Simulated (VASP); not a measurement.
# Mo (Cmmm) in VASP: notebook, part 2 of 2

VASP 6.6.1.

## Step 3: Single point, r2SCAN (strain -0.0400 x Voigt [1, 0, 0, 0, 0, 0])

POSCAR

```
Mo
1.0
    2.6260899813      0.0000000000      0.0000000000
   -1.3130449907      2.3690214963      0.0000000000
    0.0000000000      0.0000000000      2.5551807000
Mo
1
Direct
    0.0000000000      0.0000000000      0.5000000000
```

INCAR.step1

```
ALGO = Normal
EDIFF = 1E-4
ENCUT = 520
GGA = PE
ISMEAR = 0
LASPH = True
LCHARG = False
LREAL = False
LWAVE = True
NBANDS = 13
NELM = 60
PREC = Accurate
SIGMA = 0.15
```

INCAR.step2

```
ALGO = Normal
EDIFF = 1E-6
ENCUT = 520
ISIF = 2
ISMEAR = 0
ISTART = 1
LASPH = True
LCHARG = True
LELF = True
LMIXTAU = True
LREAL = False
LVHAR = True
LWAVE = False
METAGGA = R2SCAN
NBANDS = 13
NELM = 60
PREC = Accurate
SIGMA = 0.15
```

KPOINTS

```
k-points
0
Gamma
  18 18 18
```

Potentials or basis: VASP PAW PBE potentials, release 64 (Mo_sv).

Started as:

```
$ cat potpaw_PBE.64/Mo_sv/POTCAR > POTCAR
$ cp INCAR.step1 INCAR
$ mpirun -np 1 vasp_std > vasp.out
$ cp INCAR.step2 INCAR
$ mpirun -np 1 vasp_std > vasp.out
```

OUTCAR:

```text
EDIFF = 1E-6
   ENCUT = 520
   ISIF = 2
   ISMEAR = 0
   ISTART = 1
   LASPH = True
   LREAL = False
   METAGGA = R2SCAN
   NELM = 60
   PREC = Accurate

 ion  position               nearest neighbor table
   1  0.000  0.000  0.500-

  LATTYP: Found a base centered orthorhombic cell.
 ALAT       =     2.6260899813
 B/A-ratio  =     1.8042195912
 C/A-ratio  =     0.9729981525

  Lattice vectors:

 A1 = (   1.3130449907,  -2.3690214963,   0.0000000000)
 A2 = (   1.3130449906,   2.3690214963,   0.0000000000)
 A3 = (   0.0000000000,   0.0000000000,   2.5551807000)

Analysis of symmetry for initial positions (statically):
=====================================================================
 Subroutine PRICEL returns:
 Original cell was already a primitive cell.

 Routine SETGRP: Setting up the symmetry group for a
 base centered orthorhombic supercell.

 Subroutine GETGRP returns: Found  8 space group operations
 (whereof  8 operations were pure point group operations)
 out of a pool of  8 trial point group operations.

The static configuration has the point symmetry D_2h.

Analysis of symmetry for dynamics (positions and initial velocities):
=====================================================================
 Subroutine PRICEL returns:
 Original cell was already a primitive cell.

 Routine SETGRP: Setting up the symmetry group for a
 base centered orthorhombic supercell.

 Subroutine GETGRP returns: Found  8 space group operations
 (whereof  8 operations were pure point group operations)
 out of a pool of  8 trial point group operations.

The dynamic configuration has the point symmetry D_2h.

 Subroutine INISYM returns: Found  8 space group operations
 (whereof  8 operations are pure point group operations),
 and found     1 'primitive' translations

----------------------------------------------------------------------------------------

                                     Primitive cell

  volume of cell :      15.8965

  direct lattice vectors                    reciprocal lattice vectors
     2.626089981  0.000000000  0.000000000     0.380794263  0.211057604  0.000000000
    -1.313044991  2.369021496  0.000000000     0.000000000  0.422115207  0.000000000
     0.000000000  0.000000000  2.555180700     0.000000000  0.000000000  0.391361754

  length of vectors
     2.626089981  2.708569733  2.555180700     0.435372924  0.422115207  0.391361754

  position of ions in fractional coordinates (direct lattice)
     0.000000000  0.000000000  0.500000000

  ion indices of the primitive-cell ions
   primitive index   ion index
                 1           1

----------------------------------------------------------------------------------------

 KPOINTS: k-points

Automatic generation of k-mesh.
 Grid dimensions read from file:
 generate k-points for:   18   18   18

 Generating k-lattice:

  Cartesian coordinates                     Fractional coordinates (reciprocal lattice)
     0.021155237  0.011725422  0.000000000     0.055555556  0.000000000  0.000000000
     0.000000000  0.023450845  0.000000000     0.000000000  0.055555556  0.000000000
     0.000000000  0.000000000  0.021742320     0.000000000  0.000000000  0.055555556

  Length of vectors
     0.024187385  0.023450845  0.021742320

  Shift w.r.t. Gamma in fractional coordinates (k-lattice)
     0.000000000  0.000000000  0.000000000

 Subroutine IBZKPT returns following result:
 ===========================================

 Found    910 irreducible k-points:

 Following reciprocal coordinates:
            Coordinates               Weight
  0.000000  0.000000  0.000000      1.000000
  0.055556 -0.000000  0.000000      4.000000
  0.111111 -0.000000  0.000000      4.000000
  0.166667  0.000000  0.000000      4.000000
  0.222222 -0.000000  0.000000      4.000000
  0.277778  0.000000  0.000000      4.000000
[... 16 lines left out ...]
 -0.333333  0.055556  0.000000      4.000000
 -0.277778  0.055556  0.000000      4.000000
 [... further k-points ...]
   k-points           NKPTS =    910   k-points in BZ     NKDIM =    910   number of bands    NBANDS=     13
   number of dos      NEDOS =    301   number of ions     NIONS =      1
   total plane-waves  NPLWV =   8000
   dimension x,y,z NGX =    20 NGY =   20 NGZ =   20
   dimension x,y,z NGXF=    40 NGYF=   40 NGZF=   40
   ions per type =               1
   NGX,Y,Z   is equivalent  to a cutoff of  12.66, 12.28, 13.01 a.u.
   NGXF,Y,Z  is equivalent  to a cutoff of  25.32, 24.55, 26.02 a.u.
 SYSTEM =  unknown system
   PREC   = accura    normal or accurate (medium, high low for compatibility)
   ISTART =      1    job   : 0-new  1-cont  2-samecut
   ICHARG =      0    charge: 1-file 2-atom 10-const
   ISPIN  =      1    spin polarized calculation?
   LNONCOLLINEAR =      F non collinear calculations
   LSORBIT =      F    spin-orbit coupling
   LASPH  =      T    aspherical Exc in radial PAW
   ENCUT  =  520.0 eV  38.22 Ry    6.18 a.u.   4.88  5.04  4.75*2*pi/ulx,y,z
   NELM   =     60;   NELMIN=  2; NELMDL=  0     # of ELM steps
   EDIFF  = 0.1E-05   stopping-criterion for ELM
   LREAL  =      F    real-space projection
[... 7 lines left out ...]
   TEBEG  =    0.0;   TEEND  =   0.0 temperature during run
   PSTRESS=    0.0 pullay stress
   NELECT =      14.0000    total number of electrons
   NUPDOWN=      -1.0000    fix difference up-down
   EMIN   =  10.00;   EMAX   =-10.00  energy-range for DOS
   EFERMI =   0.00;   METHOD = LEGACY
   ISMEAR =     0;   SIGMA  =   0.15  broadening in eV -4-tet -1-fermi 0-gaus
   EFERMI_NEDOS =   21; number of points for ismear=-14 and -15
   IALGO  =     38    algorithm
   IMIX   =      4    mixing-type and parameters
     AMIX     =   0.40;   BMIX     =  1.00
     AMIX_MAG =   1.60;   BMIX_MAG =  1.00
  volume/ion in A,a.u.               =      15.90       107.27
  Fermi-wavevector in a.u.,A,eV,Ry     =   1.569221  2.965398 33.503727  2.462454
  Thomas-Fermi vector in A             =   2.671136
   LORBIT       =      0    0 simple, 1 ext, 2 COOP (PROOUT), +10 PAW based schemes
   METAGGA = R2SCAN    functional components
   LHFCALC =     F    Hartree Fock is set to
   AEXX    =    0.0000 exact exchange contribution
   IVDW    =     0    specifies the selected vdW correction
   LEPSILON=     F    determine dielectric tensor
   LRPA    =     F    only Hartree local field effects (RPA)
 non-spin polarized calculation
 Gauss-broadening in eV      SIGMA  =   0.15
  energy-cutoff  :      520.00
  volume of cell :       15.90
 maximum number of plane-waves:       440
   NGX =  9   NGY = 11   NGZ =  9

 number of electron      13.9999999 magnetization

 Free energy of the ion-electron system (eV)
  ---------------------------------------------------
  ext. energy  EPLUGINS =         0.00000000
  ---------------------------------------------------
  free energy    TOTEN  =       -25.11247521 eV

  energy without entropy =      -25.10447879  energy(sigma->0) =      -25.10847700

 E-fermi :  12.3087     XC(G=0): -14.3913

 val. band max:       12.3078714773   @ k =   0.3333   0.3333   0.2778
 cond. band min:      12.3106059857   @ k =  -0.1667   0.0556   0.3333
 fundamental gap:      0.0027345084
 Fermi energy:        12.3087021648

 k-point     1 :       0.0000    0.0000    0.0000
  band No.  band energies     occupation
      1     -50.8272      2.00000
      2     -23.2361      2.00000
      3     -23.2334      2.00000
      4     -23.1050      2.00000
      5       4.8907      2.00000
      6       7.2981      2.00000
      7      10.6849      2.00000
      8      11.7257      2.00000
      9      16.6575      0.00000
     10      16.8662      0.00000
     11      25.9017      0.00000
     12      28.7610      0.00000
     13      34.3711      0.00000
[... 353 lines left out ...]
 k-point    24 :      -0.2778    0.0556    0.0000
  band No.  band energies     occupation
      1     -50.6531      2.00000
      2     -24.1340      2.00000
      3     -23.4371      2.00000
      4     -23.1225      2.00000
      5       6.9561      2.00000
      6       8.2193      2.00000
      7      10.2033      2.00000
      8      13.5740      0.00000
      9      14.5544      0.00000
     10      16.2471      0.00000
     11      27.5899      0.00000
     12      29.9687      0.00000
     13      32.0226      0.00000

 [... further k-points ...]

------------------------ aborting loop because EDIFF is reached ----------------------------------------

  FORCE on cell =-STRESS in cart. coord.  units (eV):
  Direction    XX          YY          ZZ          XY          YZ          ZX
  --------------------------------------------------------------------------------------
  -------------------------------------------------------------------------------------
  Total        1.7011320      1.7516436      0.1426475     -0.0000000      0.0000000      0.0000000
  in kB      171.4542956    176.5452734     14.3772056     -0.0000000      0.0000000      0.0000000
  external PRESSURE =     120.7922582 kB  Pullay stress =       0.0000000 kB

 VOLUME and BASIS-vectors are now :
 -----------------------------------------------------------------------------
  energy-cutoff  :      520.00
  volume of cell :       15.90
      direct lattice vectors                 reciprocal lattice vectors
     2.626089981  0.000000000  0.000000000     0.380794263  0.211057604  0.000000000
    -1.313044991  2.369021496  0.000000000     0.000000000  0.422115207  0.000000000
     0.000000000  0.000000000  2.555180700     0.000000000  0.000000000  0.391361754

 POSITION                                       TOTAL-FORCE (eV/Angst)
 -----------------------------------------------------------------------------------
      0.00000      0.00000      1.27759         0.000000      0.000000      0.000000
 -----------------------------------------------------------------------------------
    total drift:                               -0.000000      0.000000     -0.000000

  FREE ENERGIE OF THE ION-ELECTRON SYSTEM (eV)
  ---------------------------------------------------
  free  energy   TOTEN  =       -25.1124752098 eV

  energy  without entropy=      -25.1044787881  energy(sigma->0) =      -25.10847700
```

Wall time 12 min (1 thread of Intel Xeon Platinum 8259CL at 2.50GHz (Skylake/Cascade Lake), shared host); peak memory 0.27 GiB.

What came out:

```
Free energy            : -25.1125 eV
Pressure               : 12.1 GPa
Band gap on the k mesh : zero (bands 7 and 8 overlap by 2.14 eV)
```

Caveat: the cell differs from its parent crystal (strain -0.0400 x Voigt [1, 0, 0, 0, 0, 0]); the cell stands under pressure; the PAW data sets were made with another functional, which shifts forces and pressure a little.

## Step 4: Single point, r2SCAN (strain -0.0300 x Voigt [1, 0, 0, 0, 0, 0])

POSCAR

```
Mo
1.0
    2.6534450853      0.0000000000      0.0000000000
   -1.3267225426      2.3690214963      0.0000000000
    0.0000000000      0.0000000000      2.5551807000
Mo
1
Direct
    0.0000000000      0.0000000000      0.5000000000
```

INCAR.step1

```
PREC = Accurate
ENCUT = 520
ISMEAR = 0
SIGMA = 0.15
LREAL = F
LASPH = T
NELM = 80
NBANDS = 13
GGA = PE
ALGO = Normal
EDIFF = 1E-4
LWAVE = T
LCHARG = F
```

INCAR.step2

```
PREC = Accurate
ENCUT = 520
EDIFF = 1E-7
ISMEAR = 0
SIGMA = 0.15
LREAL = F
LASPH = T
NELM = 80
ALGO = Normal
ISIF = 2
LWAVE = F
LCHARG = T
METAGGA = R2SCAN
LMIXTAU = T
LELF = T
LVHAR = T
NBANDS = 13
ISTART = 1
```

KPOINTS

```
regular mesh
0
Gamma
  18 18 18
```

Started as:

```
$ cat potpaw_PBE.64/Mo_sv/POTCAR > POTCAR
$ cp INCAR.step1 INCAR
$ mpirun -np 1 vasp_std > vasp.out
$ cp INCAR.step2 INCAR
$ mpirun -np 1 vasp_std > vasp.out
```

It took 11 min on 1 thread of Intel Xeon Platinum 8259CL at 2.50GHz (Skylake/Cascade Lake), shared host; peak memory 0.28 GiB.

Results (log left out):

| Property | Result |
| --- | --- |
| Free energy | -25.1280 eV |
| Pressure | 9.2 GPa |
| Band gap on the k mesh | zero (bands 7 and 8 overlap by 2.00 eV) |

Stress tensor (GPa, compression positive):
```
12.94  0.00  0.00
 0.00 13.97  0.00
 0.00  0.00  0.62
```

Levels at points of the mesh, in eV from the Fermi level:
| k point | band 5 | band 6 | band 7 | band 8 | band 9 | band 10 |
| --- | --- | --- | --- | --- | --- | --- |
| (0.00, 0.00, 0.00) | -7.36 | -4.93 | -1.45 | -0.68 | 4.35 | 4.50 |
| (0.50, 0.00, 0.00) | -5.53 | -3.41 | 0.86 | 1.18 | 3.60 | 4.82 |
| (0.00, 0.50, 0.00) | -5.48 | -3.56 | 0.82 | 0.91 | 3.84 | 4.73 |
| (0.00, 0.00, 0.50) | -4.21 | -0.61 | -0.30 | 0.12 | 0.98 | 1.21 |
| (0.50, 0.00, 0.50) | -5.85 | -3.95 | -0.44 | 5.13 | 6.28 | 6.68 |
| (0.00, 0.50, 0.50) | -5.87 | -3.96 | -0.05 | 5.06 | 6.12 | 6.51 |

Caveat: the cell differs from its parent crystal (strain -0.0300 x Voigt [1, 0, 0, 0, 0, 0]); the cell stands under pressure; the PAW data sets were made with another functional, which shifts forces and pressure a little.

## Step 5: Single point, r2SCAN (strain -0.0200 x Voigt [1, 0, 0, 0, 0, 0])

POSCAR

```
Mo
1.0
    2.6808001893      0.0000000000      0.0000000000
   -1.3404000946      2.3690214963      0.0000000000
    0.0000000000      0.0000000000      2.5551807000
Mo
1
Direct
    0.0000000000      0.0000000000      0.5000000000
```

INCAR.step1

```
SYSTEM = Mo
PREC     = Accurate       ! precision mode
ENCUT    = 520            ! plane-wave cutoff, eV
ISMEAR   = 0              ! smearing method
SIGMA    = 0.15           ! smearing width, eV
LREAL    = .FALSE.        ! projectors in reciprocal space
LASPH    = .TRUE.         ! aspherical terms in the spheres
NELM     = 80             ! most SCF steps
NBANDS   = 13             ! bands
GGA      = PE             ! functional
ALGO     = Normal         ! electronic algorithm
EDIFF    = 1E-4           ! SCF threshold, eV
LWAVE    = .TRUE.         ! write WAVECAR
LCHARG   = .FALSE.        ! write CHGCAR
```

INCAR.step2

```
SYSTEM = Mo
PREC     = Accurate       ! precision mode
ENCUT    = 520            ! plane-wave cutoff, eV
EDIFF    = 1E-7           ! SCF threshold, eV
ISMEAR   = 0              ! smearing method
SIGMA    = 0.15           ! smearing width, eV
LREAL    = .FALSE.        ! projectors in reciprocal space
LASPH    = .TRUE.         ! aspherical terms in the spheres
NELM     = 80             ! most SCF steps
ALGO     = Normal         ! electronic algorithm
ISIF     = 2              ! what is computed and relaxed
LWAVE    = .FALSE.        ! write WAVECAR
LCHARG   = .FALSE.        ! write CHGCAR
METAGGA  = R2SCAN         ! meta-GGA
LMIXTAU  = .TRUE.       
NBANDS   = 13             ! bands
ISTART   = 1
```

KPOINTS

```
Automatic mesh
0
G
  18 18 18
  0 0 0
```

Started as:

```
$ cat potpaw_PBE.64/Mo_sv/POTCAR > POTCAR
$ cp INCAR.step1 INCAR
$ mpirun -np 1 vasp_std > vasp.out
$ cp INCAR.step2 INCAR
$ mpirun -np 1 vasp_std > vasp.out
```

Run time: 10 min. Hardware: 1 thread of Intel Xeon Platinum 8259CL at 2.50GHz (Skylake/Cascade Lake), shared host; peak memory 0.28 GiB.

It converged, with:

* Free energy: -25.1395 eV
* Pressure: 6.5 GPa
* Band gap on the k mesh: zero (bands 7 and 8 overlap by 1.85 eV)

Stress tensor (GPa, compression positive):
```
 9.18  0.00  0.00
 0.00 10.37  0.00
 0.00  0.00 -0.13
```

Levels at points of the mesh, in eV from the Fermi level:
| k point | band 4 | band 5 | band 6 | band 7 | band 8 | band 9 | band 10 | band 11 |
| --- | --- | --- | --- | --- | --- | --- | --- | --- |
| (0.00, 0.00, 0.00) | -35.46 | -7.31 | -4.86 | -1.28 | -0.78 | 4.36 | 4.46 | 13.56 |
| (0.50, 0.00, 0.00) | -35.31 | -5.42 | -3.41 | 0.96 | 1.10 | 3.63 | 4.74 | 11.06 |
| (0.00, 0.50, 0.00) | -35.33 | -5.39 | -3.51 | 0.87 | 0.99 | 3.78 | 4.67 | 10.76 |
| (0.00, 0.00, 0.50) | -35.30 | -4.13 | -0.43 | -0.25 | 0.04 | 0.98 | 1.13 | 10.49 |
| (0.50, 0.00, 0.50) | -35.71 | -5.75 | -3.83 | -0.41 | 5.07 | 6.21 | 6.67 | 7.83 |
| (0.00, 0.50, 0.50) | -35.62 | -5.76 | -3.84 | -0.16 | 5.01 | 6.12 | 6.56 | 7.53 |

Caveat: the cell differs from its parent crystal (strain -0.0200 x Voigt [1, 0, 0, 0, 0, 0]); the cell stands under pressure; the PAW data sets were made with another functional, which shifts forces and pressure a little.

## Step 6: Single point, r2SCAN (strain -0.0100 x Voigt [1, 0, 0, 0, 0, 0])

POSCAR

```
Mo
1.0
    2.7081552932      0.0000000000      0.0000000000
   -1.3540776466      2.3690214963      0.0000000000
    0.0000000000      0.0000000000      2.5551807000
Mo
1
Direct
    0.0000000000      0.0000000000      0.5000000000
```

INCAR.step1

```
SYSTEM = Mo
  ALGO = Normal
  EDIFF = 1E-4
  ENCUT = 520
  GGA = PE
  ISMEAR = 0
  LASPH = .TRUE.
  LCHARG = .FALSE.
  LREAL = .FALSE.
  LWAVE = .TRUE.
  NBANDS = 13
  NELM = 60
  PREC = Accurate
  SIGMA = 0.15
```

INCAR.step2

```
SYSTEM = Mo
  ALGO = Normal
  EDIFF = 1E-7
  ENCUT = 520
  ISIF = 2
  ISMEAR = 0
  ISTART = 1
  LASPH = .TRUE.
  LCHARG = .TRUE.
  LELF = .TRUE.
  LMIXTAU = .TRUE.
  LREAL = .FALSE.
  LVHAR = .TRUE.
  LWAVE = .FALSE.
  METAGGA = R2SCAN
  NBANDS = 13
  NELM = 60
  PREC = Accurate
  SIGMA = 0.15
```

KPOINTS

```
k-points
0
G
  18 18 18
  0 0 0
```

Potentials or basis: VASP PAW PBE potentials, release 64 (Mo_sv).

Started as:

```
$ cat potpaw_PBE.64/Mo_sv/POTCAR > POTCAR
$ cp INCAR.step1 INCAR
$ mpirun -np 1 vasp_std > vasp.out
$ cp INCAR.step2 INCAR
$ mpirun -np 1 vasp_std > vasp.out
```

Wall time 14 min (1 thread of Intel Xeon Platinum 8259CL at 2.50GHz (Skylake/Cascade Lake), shared host); peak memory 0.28 GiB.

The run converged. Its results:

| Property | Result |
| --- | --- |
| Free energy | -25.1473 eV |
| Pressure | 3.9 GPa |
| Band gap on the k mesh | zero (bands 7 and 8 overlap by 1.91 eV) |

Stress tensor (GPa, compression positive):
```
 5.96  0.00  0.00
 0.00  6.78  0.00
 0.00  0.00 -0.92
```

Levels at points of the mesh, in eV from the Fermi level:
```
           k point  band 5  band 6  band 7  band 8  band 9  band 10
(0.00, 0.00, 0.00)   -7.25   -4.79   -1.12   -0.87    4.36     4.41
(0.50, 0.00, 0.00)   -5.32   -3.41    1.03    1.06    3.66     4.66
(0.00, 0.50, 0.00)   -5.31   -3.46    0.91    1.07    3.73     4.62
(0.00, 0.00, 0.50)   -4.05   -0.27   -0.20   -0.03    0.97     1.04
(0.50, 0.00, 0.50)   -5.66   -3.72   -0.38    5.00    6.15     6.66
(0.00, 0.50, 0.50)   -5.66   -3.72   -0.26    4.96    6.11     6.60
```

Caveat: the cell differs from its parent crystal (strain -0.0100 x Voigt [1, 0, 0, 0, 0, 0]); the cell stands under pressure; the PAW data sets were made with another functional, which shifts forces and pressure a little.

## Step 7: The runs side by side

| cell | gap on the mesh (eV) | pressure (GPa) |
| --- | --- | --- |
| a = 2.845, b = 2.763, c = 2.555 Å, angles 90.0, 90.0, 121.0°, 1 atom | none | -6.7 |
| a = 2.626, b = 2.709, c = 2.555 Å, angles 90.0, 90.0, 119.0°, 1 atom | none | 12.1 |
| a = 2.653, b = 2.715, c = 2.555 Å, angles 90.0, 90.0, 119.3°, 1 atom | none | 9.2 |
| a = 2.681, b = 2.722, c = 2.555 Å, angles 90.0, 90.0, 119.5°, 1 atom | none | 6.5 |
| a = 2.708, b = 2.729, c = 2.555 Å, angles 90.0, 90.0, 119.8°, 1 atom | none | 3.9 |

Alike in all rows: task single point; level r2SCAN; potentials or basis VASP PAW PBE potentials, release 64 (Mo_sv); no spin polarisation; k mesh 18 × 18 × 18; cutoff (eV) 520; smearing gaussian 0.15 eV.

Caveats: the PAW data sets were made with another functional, which shifts forces and pressure a little; the cell stands under pressure (at least some runs); the cell stands under tension (at least some runs).

Total energies depend on the potentials used, so only differences within one code and one set of settings carry meaning.
